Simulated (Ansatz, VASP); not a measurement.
F: VASP beside Ansatz

Contents of INCAR:

```
PREC = Accurate ; ENCUT = 520
EDIFF = 1E-7 ; ISMEAR = 0
SIGMA = 0.05 ; LREAL = F
LASPH = T ; NELM = 80
ALGO = Normal ; ISIF = 2
LWAVE = F ; LCHARG = F
GGA = PS ; NBANDS = 22
```

The input KPOINTS:

```
Automatic mesh
0
Gamma
  4 4 2
```

The input POSCAR:

```
F
1.0
    3.1902848536     -1.6922621551     -0.2460622900
    3.1902848536      1.6922621551     -0.2460622900
   -2.4411449630      0.0000000000      6.7945670902
F
4
Direct
    0.0848459664      0.0848459664      0.0940038325
    0.9151540336      0.9151540336      0.9059961675
    0.5015719855      0.5015719855      0.5937195244
    0.4984280145      0.4984280145      0.4062804756
```

Input for Ansatz:

```yaml
crystal:
  lattice:
    - [3.1902848536, -1.6922621551, -0.24606229]
    - [3.1902848536, 1.6922621551, -0.24606229]
    - [-2.441144963, 0.0, 6.7945670902]
  atoms:
    - { symbol: F, position: [0.0848459664, 0.0848459664, 0.0940038325] }
    - { symbol: F, position: [0.9151540336, 0.9151540336, 0.9059961675] }
    - { symbol: F, position: [0.5015719855, 0.5015719855, 0.5937195244] }
    - { symbol: F, position: [0.4984280145, 0.4984280145, 0.4062804756] }
basis:
  ecutwfc: 520.0
kpoints:
  mp_grid: { grid: [4, 4, 2] }
hamiltonian:
  xc: pbesol
scf:
  occupations: { method: gaussian, width: 0.05 }
output:
  forces: true
  stress: true
  eigenvalues: true
```

Change from the starting cell: volume 17.833 Å^3 an atom, stretch along a over the lengths across it, relative to the relaxed cell 1.0835.

Alike in both runs: task single point; functional PBEsol; k mesh 4 × 4 × 2; occupations gaussian, width 0.05 eV; no spin polarisation.

|  | VASP | Ansatz |
| --- | --- | --- |
| version | VASP 6.6.1 | Ansatz 0.2.0 |
| potentials or method | VASP PAW PBE potentials, release 64 (F), cutoff 520 eV | scalar-relativistic, plane waves, PAW |
| valence electrons in the cell | 28 | 28 |

```csv
,VASP,Ansatz,Ansatz less VASP
gap on the k mesh at the Fermi level (eV),3.70,3.79,+0.095
least direct gap on the mesh (eV),3.82,3.91,+0.096
pressure (GPa),5.7,5.1,-0.63
"traceless stress, the component that is largest in VASP (GPa)",9.37,7.55,-1.818
rms of the force components (eV/Å),1.719,1.385,-0.3340
```

VASP's potentials were made for PBE, not for PBEsol. Atom by atom the forces differ by 0.334 eV/Å (rms over components). The functional is the same, so the differences come from potentials, cutoffs and numerics.

The k mesh is coarse, so the values compare programs but aren't converged.
